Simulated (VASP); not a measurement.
Input of a VASP 6.6.1 run:

Contents of INCAR:

```
PREC = Accurate ; ENCUT = 520
EDIFF = 1E-6 ; ISMEAR = 0
SIGMA = 0.1 ; LREAL = False
LASPH = True ; NELM = 80
ALGO = Normal ; ISIF = 2
LWAVE = False ; LCHARG = True
GGA = PE ; LELF = True
LVHAR = True ; NBANDS = 31
```

The input KPOINTS:

```
regular mesh
0
Gamma
  3 3 6
```

The input POSCAR:

```
AlGa2As3
1.0
    6.1989793300      0.0000000000      0.0000000000
   -3.0994896700      5.3684735800      0.0000000000
    0.0000000000      0.0000000000      3.5667792900
Al Ga As
1 2 3
Direct
    0.0000000000      0.0000000000      0.5000000000
    0.3333333300      0.6666666700      0.5000000000
    0.6666666700      0.3333333300      0.5000000000
    0.0000000000      0.5000000000      0.0000000000
    0.5000000000      0.0000000000      0.0000000000
    0.5000000000      0.5000000000      0.0000000000
```

Potentials or basis: VASP PAW PBE potentials, release 64 (Al, Ga_d, As).

Run with:

```console
$ cat potpaw_PBE.64/Al/POTCAR potpaw_PBE.64/Ga_d/POTCAR potpaw_PBE.64/As/POTCAR > POTCAR
$ mpirun -np 1 vasp_std > vasp.out
```

(1) Estimate the band gap on the k mesh.

(2) Estimate the pressure.

## Answers

(1) zero (bands 22 and 23 overlap by 1.70 eV).

(2) 10.7 GPa.

Caveat: the k points lie up to 0.39 Å⁻¹ apart, too coarse for converged energies and pressures of a metal.
